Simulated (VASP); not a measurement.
A run of VASP 6.6.1 is set up as follows.

The input INCAR:

```
SYSTEM = Cu
ALGO     = Normal         ! electronic algorithm
EDIFF    = 1E-6           ! SCF threshold, eV
EDIFFG   = -0.005         ! ionic threshold
ENCUT    = 600            ! plane-wave cutoff, eV
GGA      = PE             ! functional
IBRION   = 2              ! ionic algorithm
ISIF     = 3              ! what is computed and relaxed
ISMEAR   = -1             ! smearing method
LASPH    = .TRUE.         ! aspherical terms in the spheres
LCHARG   = .FALSE.        ! write CHGCAR
LREAL    = .FALSE.        ! projectors in reciprocal space
LWAVE    = .FALSE.        ! write WAVECAR
NELM     = 60             ! most SCF steps
NSW      = 60             ! ionic steps
PREC     = Accurate       ! precision mode
PSTRESS  = 600.0        
SIGMA    = 0.05           ! smearing width, eV
```

The input KPOINTS:

```
k-points
0
G
  18 18 18
  0 0 0
```

File POSCAR:

```
Cu
1.0
    2.1476162511      0.0000000000      0.0000000000
    0.0000000000      2.1476162511      0.0000000000
    0.0000000000      0.0000000000      2.1476162511
Cu
1
Direct
    0.0000000000      0.0000000000      0.0000000000
```

Potentials or basis: VASP PAW PBE potentials, release 64 (Cu).

Launch:

```sh
$ cat potpaw_PBE.64/Cu/POTCAR > POTCAR
$ mpirun -np 1 vasp_std > vasp.out
```

Question: Predict the relaxed cell.

Answer: a = 2.188 Å, b = 2.188 Å, c = 2.188 Å, α = 90.00°, β = 90.00°, γ = 90.00°.

Question: Predict the relaxed volume.

Answer: 10.47 Å³/atom.

Question: Predict the space group after relaxing (to 0.05 Å).

Answer: Pm-3m (No. 221).

Step by step:
```csv
step,energy change (eV),largest force (eV/Å),pressure (GPa),volume (Å³)
1,0.0000,0.0000,82.03,9.91
2,-0.6218,0.0000,22.99,11.99
3,-0.2601,0.0000,58.96,10.50
4,-0.2494,0.0000,59.97,10.47
```

Caveat: the cell is relaxed towards a set pressure, so the enthalpy falls and the energy may rise.
